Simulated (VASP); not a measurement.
# Ru (P6_3/mmc) in VASP: notebook, part 2 of 2

VASP 6.6.1.

## (3) Single point, BLYP (15.58 Å³/atom)

This run uses another cell than the first one, of 15.58 Å³/atom.

Contents of INCAR:

```
SYSTEM = Ru
AGGAC = 1.0
AGGAX = 1.0
ALDAC = 0.0
ALDAX = 1.0
ALGO = Normal
EDIFF = 1E-6
ENCUT = 520
GGA = B5
ISIF = 2
ISMEAR = -1
LASPH = .True.
LCHARG = .False.
LREAL = .False.
LWAVE = .False.
NBANDS = 21
NELM = 80
PREC = Accurate
SIGMA = 0.1
```

Contents of KPOINTS:

```
k-points
0
Gamma
  21 21 12
  0 0 0
```

Contents of POSCAR:

```
Ru
1.0
    2.8402681062      0.0000000000      0.0000000000
   -1.4201340531      2.4597443335      0.0000000000
    0.0000000000      0.0000000000      4.4612668449
Ru
2
Direct
    0.3333333333      0.6666666667      0.2500000000
    0.6666666667      0.3333333333      0.7500000000
```

Potentials or basis: VASP PAW PBE potentials, release 64 (Ru_pv).

On the command line:

```bash
cat potpaw_PBE.64/Ru_pv/POTCAR > POTCAR
mpirun -np 1 vasp_std > vasp.out
```

OUTCAR:

```text
SYSTEM = Ru
   EDIFF = 1E-6
   ENCUT = 520
   GGA = B5
   ISIF = 2
   ISMEAR = -1
   LASPH = .True.
   LREAL = .False.
   NELM = 80
   PREC = Accurate

 ion  position               nearest neighbor table
   1  0.333  0.667  0.250-   2 2.77   2 2.77   2 2.77   2 2.77   2 2.77   2 2.77
   2  0.667  0.333  0.750-   1 2.77   1 2.77   1 2.77   1 2.77   1 2.77   1 2.77

  LATTYP: Found a hexagonal cell.
 ALAT       =     2.8402681062
 C/A-ratio  =     1.5707203257

  Lattice vectors:

 A1 = (   2.8402681062,   0.0000000000,   0.0000000000)
 A2 = (  -1.4201340531,   2.4597443335,   0.0000000000)
 A3 = (   0.0000000000,   0.0000000000,   4.4612668449)

Analysis of symmetry for initial positions (statically):
=====================================================================
 Subroutine PRICEL returns:
 Original cell was already a primitive cell.

 Routine SETGRP: Setting up the symmetry group for a
 hexagonal supercell.

 Subroutine GETGRP returns: Found 24 space group operations
 (whereof 12 operations were pure point group operations)
 out of a pool of 24 trial point group operations.

The static configuration has the point symmetry D_3d.
[... 160 lines left out ...]

  energy without entropy =      -15.68813923  energy(sigma->0) =      -15.72286859

 E-fermi :  11.0109     XC(G=0): -12.6283

 val. band max:       11.0109056523   @ k =   0.2857   0.1429   0.0000
 cond. band min:      11.0157116084   @ k =   0.2857   0.0000   0.0000
 fundamental gap:      0.0048059561
 Fermi energy:        11.0109223709

 k-point     1 :       0.0000    0.0000    0.0000
  band No.  band energies     occupation
      1     -32.0502      2.00000
      2     -31.4531      2.00000
      3     -31.4531      2.00000
      4     -31.3369      2.00000
      5     -31.3369      2.00000
      6     -31.3097      2.00000
[... 565 lines left out ...]
     20      21.2949      0.00000
     21      21.3009      0.00000

 [... further k-points ...]

------------------------ aborting loop because EDIFF is reached ----------------------------------------

  FORCE on cell =-STRESS in cart. coord.  units (eV):
  Direction    XX          YY          ZZ          XY          YZ          ZX
  --------------------------------------------------------------------------------------
  -------------------------------------------------------------------------------------
  Total       -3.1644818     -3.1644818     -3.3146616      0.0000000      0.0000000     -0.0000000
  in kB     -162.6693306   -162.6693306   -170.3892802      0.0000000      0.0000000     -0.0000000
  external PRESSURE =    -165.2426472 kB  Pullay stress =       0.0000000 kB

 VOLUME and BASIS-vectors are now :
 -----------------------------------------------------------------------------
  energy-cutoff  :      520.00
  volume of cell :       31.17
      direct lattice vectors                 reciprocal lattice vectors
     2.840268106  0.000000000  0.000000000     0.352079438  0.203273159  0.000000000
    -1.420134053  2.459744334  0.000000000     0.000000000  0.406546317  0.000000000
     0.000000000  0.000000000  4.461266845     0.000000000  0.000000000  0.224151577

 POSITION                                       TOTAL-FORCE (eV/Angst)
 -----------------------------------------------------------------------------------
     -0.00000      1.63983      1.11532         0.000000     -0.000000      0.000000
      1.42013      0.81991      3.34595        -0.000000      0.000000      0.000000
 -----------------------------------------------------------------------------------
    total drift:                               -0.000000      0.000000     -0.000000

  FREE ENERGIE OF THE ION-ELECTRON SYSTEM (eV)
  ---------------------------------------------------
  free  energy   TOTEN  =       -15.7575979426 eV

  energy  without entropy=      -15.6881392322  energy(sigma->0) =      -15.72286859
```

OSZICAR:

```text
N       E                     dE             d eps       ncg     rms          rms(c)
DAV:   1     0.286908950202E+03    0.28691E+03   -0.17624E+04 14144   0.145E+03
DAV:   2    -0.113749461728E+02   -0.29828E+03   -0.28954E+03 14520   0.435E+02
DAV:   3    -0.169839503293E+02   -0.56090E+01   -0.55688E+01 16482   0.667E+01
DAV:   4    -0.170285288499E+02   -0.44579E-01   -0.44539E-01 18147   0.558E+00
DAV:   5    -0.170290748158E+02   -0.54597E-03   -0.54252E-03 16197   0.533E-01    0.125E+01
DAV:   6    -0.157927410135E+02    0.12363E+01   -0.32268E+00 16082   0.169E+01    0.245E+00
DAV:   7    -0.157629272937E+02    0.29814E-01   -0.29936E-01 16272   0.332E+00    0.748E-01
DAV:   8    -0.157577115875E+02    0.52157E-02   -0.12585E-02 15476   0.102E+00    0.249E-01
DAV:   9    -0.157575780683E+02    0.13352E-03   -0.60943E-04 16363   0.246E-01    0.243E-02
DAV:  10    -0.157576001601E+02   -0.22092E-04   -0.54381E-05 16050   0.718E-02    0.144E-02
DAV:  11    -0.157575977668E+02    0.23933E-05   -0.98515E-06 15982   0.270E-02    0.120E-03
DAV:  12    -0.157575979426E+02   -0.17577E-06   -0.76450E-08  9561   0.249E-03
   1 F= -.15757598E+02 E0= -.15722869E+02  d E =-.694587E-01
```

Wall time 6.7 min (1 thread of Intel Xeon 8259CL, shared host); peak memory 0.26 GiB.

What came out:

| Item | Value |
| --- | --- |
| Free energy | -15.7576 eV |
| Pressure | -16.5 GPa |
| Band gap on the k mesh | zero (bands 14 and 15 overlap by 2.55 eV) |

Caveat: the cell stands under tension; the PAW data sets were made with another functional, which shifts forces and pressure a little.

## (4) Single point, BLYP (16.16 Å³/atom)

This run uses another cell than the first one, of 16.16 Å³/atom.

Contents of INCAR:

```
SYSTEM = Ru
AGGAC    = 1.0          
AGGAX    = 1.0          
ALDAC    = 0.0          
ALDAX    = 1.0          
ALGO     = Normal         ! electronic algorithm
EDIFF    = 1E-6           ! SCF threshold, eV
ENCUT    = 520            ! plane-wave cutoff, eV
GGA      = B5             ! functional
ISIF     = 2              ! what is computed and relaxed
ISMEAR   = -1             ! smearing method
LASPH    = .True.         ! aspherical terms in the spheres
LCHARG   = .False.        ! write CHGCAR
LREAL    = .False.        ! projectors in reciprocal space
LWAVE    = .False.        ! write WAVECAR
NBANDS   = 21             ! bands
NELM     = 80             ! most SCF steps
PREC     = Accurate       ! precision mode
SIGMA    = 0.1            ! smearing width, eV
```

KPOINTS is that of step 3.

Contents of POSCAR:

```
Ru
1.0
    2.8749089361      0.0000000000      0.0000000000
   -1.4374544680      2.4897441723      0.0000000000
    0.0000000000      0.0000000000      4.5156779006
Ru
2
Direct
    0.3333333333      0.6666666667      0.2500000000
    0.6666666667      0.3333333333      0.7500000000
```

On the command line:

```bash
cat potpaw_PBE.64/Ru_pv/POTCAR > POTCAR
mpirun -np 1 vasp_std > vasp.out
```

Wall time 6.8 min (1 thread of Intel Xeon 8259CL, shared host); peak memory 0.27 GiB.

It converged, with:

| Property | Result |
| --- | --- |
| Free energy | -15.6173 eV |
| Pressure | -22.4 GPa |
| Band gap on the k mesh | zero (bands 14 and 15 overlap by 2.41 eV) |

Stress tensor (GPa, compression positive):
```
-21.99   0.00   0.00
  0.00 -21.99   0.00
  0.00   0.00 -23.27
```

Levels at points of the mesh, in eV from the Fermi level:
| k point | band 12 | band 13 | band 14 | band 15 | band 16 | band 17 |
| --- | --- | --- | --- | --- | --- | --- |
| (0.00, 0.00, 0.00) | -1.49 | -1.49 | -1.15 | -1.15 | 0.88 | 0.88 |
| (0.00, 0.00, 0.50) | -2.16 | -2.08 | -2.08 | 0.36 | 0.36 | 0.36 |

Caveat: the cell stands under tension; the PAW data sets were made with another functional, which shifts forces and pressure a little.

## (5) Single point, BLYP, collinear spin, ferromagnetic start (13.84 Å³/atom)

This run uses another cell than the first one, of 13.84 Å³/atom.

Contents of INCAR:

```
SYSTEM = Ru
PREC     = Accurate       ! precision mode
ENCUT    = 520            ! plane-wave cutoff, eV
EDIFF    = 1E-6           ! SCF threshold, eV
ISMEAR   = -1             ! smearing method
SIGMA    = 0.05           ! smearing width, eV
LREAL    = .False.        ! projectors in reciprocal space
LASPH    = .True.         ! aspherical terms in the spheres
NELM     = 150            ! most SCF steps
ALGO     = Normal         ! electronic algorithm
ISIF     = 2              ! what is computed and relaxed
LWAVE    = .False.        ! write WAVECAR
LCHARG   = .False.        ! write CHGCAR
ISPIN    = 2              ! spin polarisation
MAGMOM   = 1 1            ! initial moments
LORBIT   = 11             ! projections on sites
LMAXMIX  = 4              ! l up to which the mixer works
GGA      = B5             ! functional
ALDAX    = 1.0          
AGGAX    = 1.0          
AGGAC    = 1.0          
ALDAC    = 0.0          
NBANDS   = 25             ! bands
```

Contents of KPOINTS:

```
regular mesh
0
Gamma
  21 21 12
  0 0 0
```

Contents of POSCAR:

```
Ru
1.0
    2.7311461180      0.0000000000      0.0000000000
   -1.3655730590      2.3652419197      0.0000000000
    0.0000000000      0.0000000000      4.2856131117
Ru
2
Direct
    0.3333333333      0.6666666667      0.2500000000
    0.6666666667      0.3333333333      0.7500000000
```

On the command line:

```bash
cat potpaw_PBE.64/Ru_pv/POTCAR > POTCAR
mpirun -np 1 vasp_std > vasp.out
```

Run time: 2.3 min. Hardware: 1 thread of Intel Xeon 6975P-C (Granite Rapids), shared host; peak memory 0.39 GiB.

It converged, with:

```yaml
Free_energy: -15.8082 eV
Pressure: 13.0 GPa
Band_gap_on_the_k_mesh: zero (filled and empty bands overlap)
Net_moment: 0.00 μB per cell
Valence_electrons_inside_the_program's_atomic_spheres: Ru 12.68
```

Stress tensor (GPa, compression positive):
```
12.33  0.00  0.00
 0.00 12.33  0.00
 0.00  0.00 14.32
```

Levels at points of the mesh, in eV from the Fermi level:
Spin up:
```csv
k point,band 11,band 12,band 13,band 14,band 15,band 16,band 17,band 18
"(0.00, 0.00, 0.00)",-2.30,-1.88,-1.88,-1.45,-1.45,1.12,1.12,1.67
"(0.00, 0.00, 0.50)",-2.73,-2.73,-2.53,-2.53,0.49,0.49,0.49,0.49
```
Spin down:
```csv
k point,band 11,band 12,band 13,band 14,band 15,band 16,band 17,band 18
"(0.00, 0.00, 0.00)",-2.30,-1.88,-1.88,-1.45,-1.45,1.12,1.12,1.67
"(0.00, 0.00, 0.50)",-2.73,-2.73,-2.53,-2.53,0.49,0.49,0.49,0.49
```

Caveat: the cell stands under pressure; the PAW data sets were made with another functional, which shifts forces and pressure a little.

## (6) The runs side by side

```csv
spin,cell,smearing,gap on the mesh (eV),pressure (GPa)
off,"a = 2.805, b = 2.805, c = 4.405 Å, angles 90.0, 90.0, 120.0°, 2 atoms",fermi-dirac 0.1 eV,none,-9.0
off,"a = 2.840, b = 2.840, c = 4.461 Å, angles 90.0, 90.0, 120.0°, 2 atoms",fermi-dirac 0.1 eV,none,-16.5
off,"a = 2.875, b = 2.875, c = 4.516 Å, angles 90.0, 90.0, 120.0°, 2 atoms",fermi-dirac 0.1 eV,none,-22.4
"collinear, ferromagnetic start","a = 2.731, b = 2.731, c = 4.286 Å, angles 90.0, 90.0, 120.0°, 2 atoms",fermi-dirac 0.05 eV,none,13.0
```

Alike in all rows: task single point; level BLYP; potentials or basis VASP PAW PBE potentials, release 64 (Ru_pv); k mesh 21 × 21 × 12; cutoff (eV) 520.

Caveats: the PAW data sets were made with another functional, which shifts forces and pressure a little; the cell stands under tension (at least some runs); the cell stands under pressure (at least some runs).

Absolute energies hang on the potentials; compare differences alone.
